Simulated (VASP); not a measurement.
# NaF (Fdd2) in VASP: a series of runs

NaF is run at these levels: PBE; tasks: relaxation of cell and atoms, single point.

All numbers are computed with VASP 6.6.1; they aren't measurements. Logs are shortened: lines on timing, memory, paths and dates and some standing lists are left out, and cuts for length are marked.

### Step 1. The cell of the first run

It takes space group Fdd2 (No. 43, orthorhombic). The conventional cell has a = 3.130 Å, b = 6.486 Å, c = 10.460 Å, α = 90.00°, β = 90.00°, γ = 90.00°. Within 2.8 Å of Na (site symmetry 2) lie 4 F at 2.11 to 2.17 Å. Within 2.8 Å of F (site symmetry 2) lie 4 Na at 2.11 to 2.17 Å.

The cell was built from a structure type or drawn by symmetry, and may not be a known phase.

### Step 2. Relaxation of cell and atoms, PBE

Input file INCAR:

```
ALGO = Normal ; EDIFF = 1E-6
EDIFFG = -0.04 ; ENCUT = 600
GGA = PE ; IBRION = 2
ISIF = 3 ; ISMEAR = 0
LASPH = T ; LCHARG = F
LREAL = F ; LWAVE = F
NELM = 100 ; NSW = 90
PREC = Accurate ; SIGMA = 0.1
```

Input file KPOINTS:

```
k-points
0
Gamma
  6 6 6
```

Input file POSCAR:

```
NaF
1.0
    0.0000000000      3.2429680400      5.2300677000
    1.5652032600      0.0000000000      5.2300677000
    1.5652032600      3.2429680400      0.0000000000
Na F
2 2
Direct
    0.1826694600      0.1826694600      0.8173305400
    0.4326694600      0.4326694600      0.0673305400
    0.8173305400      0.8173305400      0.1826694600
    0.0673305400      0.0673305400      0.4326694600
```

Potentials or basis: VASP PAW PBE potentials, release 64 (Na_pv, F).

Started as:

```console
$ cat potpaw_PBE.64/Na_pv/POTCAR potpaw_PBE.64/F/POTCAR > POTCAR
$ mpirun -np 1 vasp_std > vasp.out
```

OUTCAR:

```text
EDIFF = 1E-6
   EDIFFG = -0.04
   ENCUT = 600
   GGA = PE
   IBRION = 2
   ISIF = 3
   ISMEAR = 0
   LASPH = T
   LREAL = F
   NELM = 100
   NSW = 90
   PREC = Accurate

 ion  position               nearest neighbor table
   1  0.183  0.183  0.817-   3 2.11   3 2.11   4 2.17   4 2.17
   2  0.433  0.433  0.067-   4 2.11   4 2.11   3 2.17   3 2.17
   3  0.817  0.817  0.183-   1 2.11   1 2.11   2 2.17   2 2.17
   4  0.067  0.067  0.433-   2 2.11   2 2.11   1 2.17   1 2.17

  LATTYP: Found a face centered orthorhombic cell.
 ALAT       =     3.1304065200
 B/A-ratio  =     2.0719149537
 C/A-ratio  =     3.3414623095

  Lattice vectors:

 A1 = (   0.0000000000,   3.2429680400,   5.2300677000)
 A2 = (   1.5652032600,   0.0000000000,   5.2300677000)
 A3 = (   1.5652032600,   3.2429680400,   0.0000000000)

Analysis of symmetry for initial positions (statically):
=====================================================================
 Subroutine PRICEL returns:
 Original cell was already a primitive cell.

 Routine SETGRP: Setting up the symmetry group for a
 face centered orthorhombic supercell.

 Subroutine GETGRP returns: Found  4 space group operations
 (whereof  2 operations were pure point group operations)
 out of a pool of  8 trial point group operations.

The static configuration has the point symmetry C_2 .
 The point group associated with its full space group is C_2v.

Analysis of symmetry for dynamics (positions and initial velocities):
=====================================================================
 Subroutine PRICEL returns:
 Original cell was already a primitive cell.

 Routine SETGRP: Setting up the symmetry group for a
 face centered orthorhombic supercell.

 Subroutine GETGRP returns: Found  4 space group operations
 (whereof  2 operations were pure point group operations)
 out of a pool of  8 trial point group operations.

The dynamic configuration has the point symmetry C_2 .
 The point group associated with its full space group is C_2v.

 Subroutine INISYM returns: Found  4 space group operations
 (whereof  2 operations are pure point group operations),
 and found     1 'primitive' translations

----------------------------------------------------------------------------------------

                                     Primitive cell

  volume of cell :      53.0946

  direct lattice vectors                    reciprocal lattice vectors
     0.000000000  3.242968040  5.230067700    -0.319447329  0.154179749  0.095601057
     1.565203260  0.000000000  5.230067700     0.319447329 -0.154179749  0.095601057
     1.565203260  3.242968040  0.000000000     0.319447329  0.154179749 -0.095601057

  length of vectors
     6.153897127  5.459255388  3.600930845     0.367365694  0.367365694  0.367365694

  position of ions in fractional coordinates (direct lattice)
     0.182669460  0.182669460  0.817330540
     0.432669460  0.432669460  0.067330540
     0.817330540  0.817330540  0.182669460
     0.067330540  0.067330540  0.432669460

  ion indices of the primitive-cell ions
   primitive index   ion index
                 1           1
                 2           2
                 3           3
                 4           4

----------------------------------------------------------------------------------------

 KPOINTS: k-points

Automatic generation of k-mesh.
 Grid dimensions read from file:
 generate k-points for:    6    6    6

 Generating k-lattice:

  Cartesian coordinates                     Fractional coordinates (reciprocal lattice)
    -0.053241221  0.025696625  0.015933509     0.166666667 -0.000000000 -0.000000000
     0.053241221 -0.025696625  0.015933509     0.000000000  0.166666667  0.000000000
     0.053241221  0.025696625 -0.015933509     0.000000000  0.000000000  0.166666667

  Length of vectors
     0.061227616  0.061227616  0.061227616

  Shift w.r.t. Gamma in fractional coordinates (k-lattice)
     0.000000000  0.000000000  0.000000000

 Subroutine IBZKPT returns following result:
 ===========================================

 Found     46 irreducible k-points:

 Following reciprocal coordinates:
            Coordinates               Weight
  0.000000  0.000000  0.000000      1.000000
  0.166667  0.000000  0.000000      8.000000
  0.333333  0.000000 -0.000000      8.000000
  0.500000  0.000000 -0.000000      4.000000
  0.166667  0.166667  0.000000      2.000000
  0.333333  0.166667 -0.000000      8.000000
[... 16 lines left out ...]
 -0.166667  0.166667  0.166667      8.000000
  0.500000  0.333333  0.166667      4.000000
 [... further k-points ...]
   k-points           NKPTS =     46   k-points in BZ     NKDIM =     46   number of bands    NBANDS=     18
   number of dos      NEDOS =    301   number of ions     NIONS =      4
   total plane-waves  NPLWV =  72000
   dimension x,y,z NGX =    50 NGY =   48 NGZ =   30
   dimension x,y,z NGXF=   100 NGYF=   96 NGZF=   60
   ions per type =               2   2
[... 28 lines left out ...]
   EFERMI_NEDOS =   21; number of points for ismear=-14 and -15
   IALGO  =     38    algorithm
   IMIX   =      4    mixing-type and parameters
     AMIX     =   0.40;   BMIX     =  1.00
     AMIX_MAG =   1.60;   BMIX_MAG =  1.00
  volume/ion in A,a.u.               =      13.27        89.58
  Fermi-wavevector in a.u.,A,eV,Ry     =   1.322647  2.499440 23.801963  1.749395
  Thomas-Fermi vector in A             =   2.452313
   LORBIT       =      0    0 simple, 1 ext, 2 COOP (PROOUT), +10 PAW based schemes
   GGA     = PE    functional components
   LHFCALC =     F    Hartree Fock is set to
   AEXX    =    0.0000 exact exchange contribution
   IVDW    =     0    specifies the selected vdW correction
   LEPSILON=     F    determine dielectric tensor
   LRPA    =     F    only Hartree local field effects (RPA)
 conjugate gradient relaxation of ions
 non-spin polarized calculation
 Gauss-broadening in eV      SIGMA  =   0.10
  energy-cutoff  :      600.00
  volume of cell :       53.09
 maximum number of plane-waves:      1798
 NGX is ok and might be reduce to    50

--------------------------------------- Ionic step        1  -------------------------------------------

 number of electron      28.0000002 magnetization

 Free energy of the ion-electron system (eV)
  ---------------------------------------------------
  ext. energy  EPLUGINS =         0.00000000
  ---------------------------------------------------
  free energy    TOTEN  =       -16.55086154 eV

  energy without entropy =      -16.55086154  energy(sigma->0) =      -16.55086154

------------------------ aborting loop because EDIFF is reached ----------------------------------------

  FORCE on cell =-STRESS in cart. coord.  units (eV):
  Direction    XX          YY          ZZ          XY          YZ          ZX
  --------------------------------------------------------------------------------------
  -------------------------------------------------------------------------------------
  Total        2.8661532      1.0780348      3.4276581      0.0000000      0.0000000      0.0000000
  in kB       86.4886786     32.5306431    103.4325794      0.0000000      0.0000000      0.0000000
  external PRESSURE =      74.1506337 kB  Pullay stress =       0.0000000 kB
[... 95 lines left out ...]
  FREE ENERGIE OF THE ION-ELECTRON SYSTEM (eV)
  ---------------------------------------------------
  free  energy   TOTEN  =       -16.7419303867 eV

  energy  without entropy=      -16.7419303867  energy(sigma->0) =      -16.74193039

[... ionic steps 4 to 10 ...]

--------------------------------------- Ionic step       11  -------------------------------------------

 number of electron      28.0000000 magnetization

------------------------ aborting loop because EDIFF is reached ----------------------------------------

  FORCE on cell =-STRESS in cart. coord.  units (eV):
  Direction    XX          YY          ZZ          XY          YZ          ZX
  --------------------------------------------------------------------------------------
  -------------------------------------------------------------------------------------
  Total        0.3108216      0.1527542     -0.0681463      0.0000000      0.0000000      0.0000000
  in kB        8.3931510      4.1248397     -1.8401613      0.0000000      0.0000000      0.0000000
  external PRESSURE =       3.5592764 kB  Pullay stress =       0.0000000 kB
[... 61 lines left out ...]
  energy  without entropy=      -16.7588191799  energy(sigma->0) =      -16.75881918

--------------------------------------- Ionic step       13  -------------------------------------------

 number of electron      28.0000002 magnetization

 Free energy of the ion-electron system (eV)
  ---------------------------------------------------
  ext. energy  EPLUGINS =         0.00000000
  ---------------------------------------------------
  free energy    TOTEN  =       -16.76010892 eV

  energy without entropy =      -16.76010892  energy(sigma->0) =      -16.76010892

 E-fermi :  -2.2599     XC(G=0):  -8.1964

 val. band max:       -2.7576304336   @ k =   0.0000   0.0000   0.0000
 cond. band min:       2.6109429932   @ k =   0.0000   0.0000   0.0000
 fundamental gap:      5.3685734268
 Fermi energy:        -2.2599294822

 k-point     1 :       0.0000    0.0000    0.0000
  band No.  band energies     occupation
      1     -22.6840      2.00000
      2     -22.1729      2.00000
      3     -22.1638      2.00000
      4     -22.0959      2.00000
      5     -22.0957      2.00000
      6     -22.0857      2.00000
[... 10 lines left out ...]
     17       7.8011      0.00000
     18      14.6011      0.00000
[... 466 lines left out ...]
      2     -22.3992      2.00000
      3     -22.1748      2.00000
      4     -22.1609      2.00000
      5     -22.1008      2.00000
      6     -22.0932      2.00000
[... 10 lines left out ...]
     17       9.7801      0.00000
     18      12.1332      0.00000

 [... further k-points ...]

------------------------ aborting loop because EDIFF is reached ----------------------------------------

  FORCE on cell =-STRESS in cart. coord.  units (eV):
  Direction    XX          YY          ZZ          XY          YZ          ZX
  --------------------------------------------------------------------------------------
  -------------------------------------------------------------------------------------
  Total        0.0955217     -0.0048938     -0.0657326      0.0000000      0.0000000      0.0000000
  in kB        2.5473885     -0.1305088     -1.7529676      0.0000000      0.0000000      0.0000000
  external PRESSURE =       0.2213040 kB  Pullay stress =       0.0000000 kB
[... 19 lines left out ...]
  FREE ENERGIE OF THE ION-ELECTRON SYSTEM (eV)
  ---------------------------------------------------
  free  energy   TOTEN  =       -16.7601089182 eV

  energy  without entropy=      -16.7601089182  energy(sigma->0) =      -16.76010892

 reached required accuracy - stopping structural energy minimisation
```

Wall time 7.3 min (1 thread of AMD EPYC 9R45 (Zen 5), shared host); peak memory 0.24 GiB.

Results:

```yaml
Free_energy: -16.7601 eV
Relaxed_volume: 15.02 Å³/atom
Relaxed_cell: a = 6.580 Å, b = 5.985 Å, c = 3.583 Å, α = 82.82°, β = 64.48°, γ = 32.70°
Space_group_after_relaxing_to_0.1_Å: Fdd2 (No. 43)
Energy_gained_by_relaxing: 52.3 meV/atom
Ionic_steps: 13
Pressure_after_relaxing: 0.0 GPa
Largest_force_after_relaxing: 0.024 eV/Å
Band_gap_on_the_k_mesh: 5.37 eV
```

Forces in eV/Å, atoms in the order of the input:
```
Na   0.000  0.000  0.024
Na   0.000  0.000  0.024
F    0.000  0.000 -0.024
F    0.000  0.000 -0.024
```

The path:
```csv
step,energy change (eV),largest force (eV/Å),pressure (GPa),volume (Å³)
1,0.0000,0.3774,7.42,53.09
2,-0.1732,0.0143,2.08,57.94
3,-0.1911,0.1263,-0.48,61.59
4,-0.1932,0.1011,0.06,60.75
5,-0.1932,0.0962,0.15,60.59
6,-0.1974,0.0682,-0.01,60.76
7,-0.2018,0.0176,-0.40,61.28
8,-0.2019,0.0047,-0.30,61.20
9,-0.2046,0.0010,-0.24,60.88
10,-0.2072,0.0108,-0.07,60.37
11,-0.2068,0.0320,0.36,59.33
12,-0.2080,0.0198,0.16,59.91
13,-0.2092,0.0243,0.02,60.08
```

Final structure:
```
CELL_PARAMETERS angstrom
0.00000 3.18684 5.75642
1.63748 0.00000 5.75642
1.63748 3.18684 0.00000
ATOMIC_POSITIONS crystal
Na 0.18281 0.18281 0.81719
Na 0.43281 0.43281 0.06719
F 0.81719 0.81719 0.18281
F 0.06719 0.06719 0.43281
```

A k mesh can miss the band edges.

### Step 3. Single point, PBE

This run uses another cell than the first one: it holds 8 atoms, not 4.

Input file INCAR:

```
SYSTEM = NaF
PREC = Accurate
ENCUT = 520
EDIFF = 1E-6
ISMEAR = 0
SIGMA = 0.1
LREAL = .FALSE.
LASPH = .TRUE.
NELM = 60
ALGO = Normal
ISIF = 2
LWAVE = .FALSE.
LCHARG = .FALSE.
GGA = PE
NBANDS = 38
```

Input file KPOINTS:

```
regular mesh
0
G
  4 4 4
  0 0 0
```

Input file POSCAR:

```
NaF
1.0
   -1.6501896549     -3.1745416898      0.0000000000
   -4.9505689647      3.1745416898      0.0000000000
    1.6501896549      0.0000000000     -5.7423782048
Na F
4 4
Direct
    0.5917522692      0.5917522692      0.3670090767
    0.0917522692      0.0917522692      0.3670090767
    0.4667522692      0.9667522692      0.8670090767
    0.9667522692      0.4667522692      0.8670090767
    0.9082477308      0.9082477308      0.6329909233
    0.4082477308      0.4082477308      0.6329909233
    0.2832477308      0.7832477308      0.1329909233
    0.7832477308      0.2832477308      0.1329909233
```

Potentials or basis: VASP PAW PBE potentials, release 64 (Na_pv, F).

Started as:

```console
$ cat potpaw_PBE.64/Na_pv/POTCAR potpaw_PBE.64/F/POTCAR > POTCAR
$ mpirun -np 1 vasp_std > vasp.out
```

Run time: 83 s. Hardware: 1 thread of AMD EPYC 9R45 (Zen 5), shared host; peak memory 0.26 GiB.

It converged, with:

| Quantity | Value |
| --- | --- |
| Free energy | -33.5362 eV |
| Pressure | 0.0 GPa |
| Band gap on the k mesh | 5.37 eV |

Forces in eV/Å, atoms in the order of the input:
```
Na   0.000  0.000 -0.002
Na   0.000  0.000 -0.002
Na   0.000  0.000 -0.002
Na   0.000  0.000 -0.002
F    0.000  0.000  0.002
F    0.000  0.000  0.002
F    0.000  0.000  0.002
F    0.000  0.000  0.002
```

Stress tensor (GPa, compression positive):
```
-0.03  0.00  0.00
 0.00 -0.09  0.00
 0.00  0.00  0.01
```

Levels at points of the mesh, in eV from the valence-band top:
| k point | band 24 | band 25 | band 26 | band 27 | band 28 | band 29 | band 30 | band 31 | band 32 | band 33 |
| --- | --- | --- | --- | --- | --- | --- | --- | --- | --- | --- |
| (0.00, 0.00, 0.00) | -0.24 | -0.21 | -0.18 | -0.09 | 0.00 | 5.37 | 9.63 | 9.83 | 10.58 | 10.62 |
| (0.50, 0.00, 0.00) | -0.56 | -0.43 | -0.43 | -0.30 | -0.30 | 8.94 | 8.94 | 10.87 | 10.87 | 12.21 |
| (0.00, 0.50, 0.00) | -0.36 | -0.23 | -0.23 | -0.15 | -0.15 | 7.01 | 7.01 | 10.17 | 10.17 | 11.73 |
| (0.50, 0.50, 0.00) | -0.42 | -0.36 | -0.21 | -0.19 | -0.19 | 9.50 | 9.50 | 9.83 | 10.62 | 11.55 |
| (0.00, 0.00, 0.50) | -0.25 | -0.24 | -0.21 | -0.05 | -0.05 | 6.95 | 6.95 | 9.83 | 10.62 | 11.55 |
| (0.50, 0.00, 0.50) | -0.51 | -0.37 | -0.37 | -0.26 | -0.26 | 9.41 | 9.41 | 10.22 | 10.22 | 12.27 |
| (0.00, 0.50, 0.50) | -0.38 | -0.30 | -0.30 | -0.16 | -0.16 | 7.66 | 7.66 | 8.79 | 8.79 | 13.20 |
| (0.50, 0.50, 0.50) | -0.36 | -0.36 | -0.21 | -0.19 | -0.19 | 9.83 | 9.92 | 9.92 | 10.62 | 11.20 |

Caveat: the k points lie up to 0.45 Å⁻¹ apart. A k mesh can miss the band edges.

### Step 4. Relaxation of cell and atoms, PBE

This run uses another cell than the first one, of 14.98 Å³/atom.

Input file INCAR:

```
PREC = Accurate
ENCUT = 600
EDIFF = 1E-7
ISMEAR = 0
SIGMA = 0.02
LREAL = F
LASPH = T
NELM = 80
ALGO = Normal
ISIF = 3
LWAVE = F
LCHARG = F
GGA = PE
IBRION = 2
NSW = 100
EDIFFG = -0.01
```

Input file KPOINTS:

```
regular mesh
0
Gamma
  8 8 8
```

Input file POSCAR:

```
NaF
1.0
    0.0000000000      3.1872754058      5.7145026662
    1.6446123814      0.0000000000      5.7145026662
    1.6446123814      3.1872754058      0.0000000000
Na F
2 2
Direct
    0.8168030555      0.8168030555      0.1831969445
    0.0668030555      0.0668030555      0.4331969445
    0.1831969445      0.1831969445      0.8168030555
    0.4331969445      0.4331969445      0.0668030555
```

Started as:

```console
$ cat potpaw_PBE.64/Na_pv/POTCAR potpaw_PBE.64/F/POTCAR > POTCAR
$ mpirun -np 1 vasp_std > vasp.out
```

It took 7.1 min on 1 thread of AMD EPYC 9R45 (Zen 5), shared host; peak memory 0.3 GiB.

Results (log left out):

| Quantity | Value |
| --- | --- |
| Free energy | -16.7715 eV |
| Relaxed volume | 14.99 Å³/atom |
| Relaxed cell | a = 6.566 Å, b = 5.983 Å, c = 3.569 Å, α = 82.71°, β = 64.67°, γ = 32.62° |
| Space group after relaxing (to 0.1 Å) | Fdd2 (No. 43) |
| Energy gained by relaxing | 0.1 meV/atom |
| Ionic steps | 5 |
| Pressure after relaxing | 0.0 GPa |
| Largest force after relaxing | 0.007 eV/Å |
| Band gap on the k mesh | 5.38 eV |

Forces on the atoms (eV/Å):
```
Na   0.000  0.000 -0.007
Na   0.000  0.000 -0.007
F    0.000  0.000  0.007
F    0.000  0.000  0.007
```

Stress tensor (GPa, compression positive):
```
 0.03  0.00  0.00
 0.00 -0.06  0.00
 0.00  0.00 -0.09
```

The path:
```tsv
step	energy change (eV)	largest force (eV/Å)	pressure (GPa)	volume (Å³)
1	0.0000	0.0013	0.09	59.91
2	-0.0001	0.0044	0.04	59.98
3	-0.0003	0.0120	-0.10	60.16
4	-0.0004	0.0104	-0.09	60.10
5	-0.0005	0.0071	-0.04	59.96
```

Final structure:
```
CELL_PARAMETERS angstrom
0.00000 3.16627 5.75203
1.64625 0.00000 5.75203
1.64625 3.16627 0.00000
ATOMIC_POSITIONS crystal
Na 0.81654 0.81654 0.18346
Na 0.06654 0.06654 0.43346
F 0.18346 0.18346 0.81654
F 0.43346 0.43346 0.06654
```

Levels at points of the mesh, in eV from the valence-band top:
| k point | band 12 | band 13 | band 14 | band 15 | band 16 | band 17 |
| --- | --- | --- | --- | --- | --- | --- |
| (0.00, 0.00, 0.00) | -0.19 | -0.09 | 0.00 | 5.38 | 9.64 | 10.57 |
| (0.50, 0.00, 0.00) | -0.42 | -0.37 | -0.21 | 9.85 | 10.65 | 11.57 |
| (0.50, 0.50, 0.00) | -0.24 | -0.05 | -0.05 | 6.96 | 6.96 | 13.72 |
| (0.50, 0.00, 0.50) | -0.61 | -0.19 | -0.19 | 9.52 | 9.52 | 12.85 |
| (0.00, 0.50, 0.50) | -0.37 | -0.19 | -0.19 | 9.93 | 9.93 | 11.23 |

### Step 5. Overview

```tsv
task	cell	k mesh	cutoff (eV)	smearing	gap on the mesh (eV)	pressure (GPa)	relaxed volume (Å³/atom)	largest force (eV/Å)
relaxation of cell and atoms	relaxed from a = 6.154, b = 5.459, c = 3.601 Å, angles 82.8, 61.7, 35.5°, 4 atoms, atomic positions A	6 × 6 × 6	600	gaussian 0.1 eV	5.37	0.0	15.02	0.02
single point	a = 3.578, b = 5.881, c = 5.975 Å, angles 103.4, 97.3, 95.2°, 8 atoms, atomic positions B	4 × 4 × 4	520	gaussian 0.1 eV	5.37	0.0	-	-
relaxation of cell and atoms	relaxed from a = 6.543, b = 5.946, c = 3.587 Å, angles 82.7, 64.3, 32.9°, 4 atoms, atomic positions A	8 × 8 × 8	600	gaussian 0.02 eV	5.38	0.0	14.99	0.01
```

Alike in all rows: level PBE; potentials or basis VASP PAW PBE potentials, release 64 (Na_pv, F); no spin polarisation.

Caveats: some runs use coarse meshes.

Total energies depend on the potentials used, so only differences within one code and one set of settings carry meaning.
